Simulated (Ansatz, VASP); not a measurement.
# One calculation of Hg, two programs

INCAR

```
ALGO = Normal
EDIFF = 1E-6
ENCUT = 520
GGA = PE
ISIF = 2
ISMEAR = -1
LASPH = True
LCHARG = False
LREAL = False
LWAVE = False
NBANDS = 12
NELM = 60
PREC = Accurate
SIGMA = 0.1
```

Contents of KPOINTS:

```
k-points
0
Gamma
  13 13 12
```

Contents of POSCAR:

```
Hg
1.0
    3.0238577059      0.0000000000      0.0000000000
   -1.5119288529      2.6187375908      0.0000000000
    0.0000000000      0.0000000000      2.8588151800
Hg
1
Direct
    0.0000000000      0.0000000000      0.0000000000
```

Input for Ansatz:

```yaml
crystal:
  lattice:
    - [3.0238577059, 0.0, 0.0]
    - [-1.5119288529, 2.6187375908, 0.0]
    - [0.0, 0.0, 2.85881518]
  atoms:
    - { symbol: Hg, position: [0.0, 0.0, 0.0] }
kpoints:
  mp_grid: { grid: [13, 13, 12] }
  band_path:
    path:
      - [0.0, 0.0, 0.0]
      - [0.5, 0.0, 0.0]
      - [0.3333333333, 0.3333333333, 0.0]
      - [0.0, 0.0, 0.0]
      - [0.0, 0.0, 0.5]
      - [0.5, 0.0, 0.5]
      - [0.3333333333, 0.3333333333, 0.5]
      - [0.0, 0.0, 0.5]
      - [0.5, 0.0, 0.5]
    npoints: 8
scf:
  occupations: { method: fermi_dirac, width: 0.1 }
hamiltonian:
  xc: pbe
  pseudopotentials: { kind: paw }
output:
  forces: true
  stress: true
  eigenvalues: true
  populations: true
  dos: { projected: true, de: 0.2, e_range: [-14, 8] }
  write_density: true
  write_potential: true
  elf: true
  volumetric_format: npy
```

Change from the starting cell: volume scaled by 0.8, PAW files.

Alike in both runs: task single point; functional PBE; k mesh 13 × 13 × 12; occupations fermi-dirac, width 0.1 eV; no spin polarisation.

|  | VASP | Ansatz |
| --- | --- | --- |
| version | VASP 6.6.1 | Ansatz 0.2.0 |
| potentials or method | VASP PAW PBE potentials, release 64 (Hg) | PAW with Ansatz's default frozen-core files, scalar-relativistic |
| plane-wave cutoff (eV) | 520 | 420 |
| valence electrons in the cell | 12 | 20 |

```tsv
	VASP	Ansatz	Ansatz less VASP
pressure (GPa)	10.4	9.8	-0.57
traceless stress, the component that is largest in VASP (GPa)	0.16	0.04	-0.114
```

With one functional, cell and mesh, what is left measures potentials, basis and numerics. VASP's potentials hold 12 valence electrons a cell and Ansatz's 20, so a difference there can come from the potentials and not from the codes.

Neither program's run includes spin-orbit coupling.
